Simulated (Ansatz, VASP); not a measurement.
One calculation of CaSe, two programs

The input INCAR:

```
SYSTEM = CaSe
  PREC = Accurate
  ENCUT = 520
  EDIFF = 1E-7
  ISMEAR = 0
  SIGMA = 0.05
  LREAL = .False.
  LASPH = .True.
  NELM = 80
  ALGO = Normal
  ISIF = 2
  LWAVE = .False.
  LCHARG = .True.
  GGA = PS
  LELF = .True.
  LVHAR = .True.
  NBANDS = 15
```

Contents of KPOINTS:

```
regular mesh
0
Gamma
  8 8 8
  0 0 0
```

The input POSCAR:

```
CaSe
1.0
    0.0000000000      2.9560000000      2.9560000000
    2.9560000000      0.0000000000      2.9560000000
    2.9560000000      2.9560000000      0.0000000000
Ca Se
1 1
Direct
    0.0000000000      0.0000000000      0.0000000000
    0.4894282815      0.4894282815      0.5105717185
```

Input for Ansatz:

```yaml
crystal:
  lattice:
    - [0.0, 2.956, 2.956]
    - [2.956, 0.0, 2.956]
    - [2.956, 2.956, 0.0]
  atoms:
    - { symbol: Ca, position: [0.0, 0.0, 0.0] }
    - { symbol: Se, position: [0.4894282815, 0.4894282815, 0.5105717185] }
basis:
  ecutwfc: 420
kpoints:
  mp_grid: { grid: [8, 8, 8] }
hamiltonian:
  xc: pbesol
scf:
  occupations: { method: gaussian, width: 0.05 }
output:
  forces: true
  stress: true
  eigenvalues: true
```

Change from the starting cell: all Se atoms moved +0.062 Å, as atom 2 towards its neighbour atom 1 (Ca) at 2.956 Å.

Alike in both runs: task single point; functional PBEsol; k mesh 8 × 8 × 8; occupations gaussian, width 0.05 eV; no spin polarisation.

|  | VASP | Ansatz |
| --- | --- | --- |
| version | VASP 6.6.1 | Ansatz 0.2.0 |
| potentials or method | VASP PAW PBE potentials, release 64 (Ca_sv, Se), cutoff 520 eV | scalar-relativistic, plane waves, PAW |
| valence electrons in the cell | 16 | 26 |

```tsv
	VASP	Ansatz	Ansatz less VASP
gap on the k mesh at the Fermi level (eV)	1.93	1.94	+0.013
least direct gap on the mesh (eV)	2.87	2.88	+0.011
pressure (GPa)	-0.8	-1.0	-0.19
traceless stress, the component that is largest in VASP (GPa)	0.17	0.17	-0.002
rms of the force components (eV/Å)	0.109	0.107	-0.0018
```

VASP's potentials were made for PBE, not for PBEsol. Atom by atom the forces differ by 0.002 eV/Å (rms over components). VASP's potentials hold 16 valence electrons a cell and Ansatz's 26, so a difference there can come from the potentials and not from the codes.
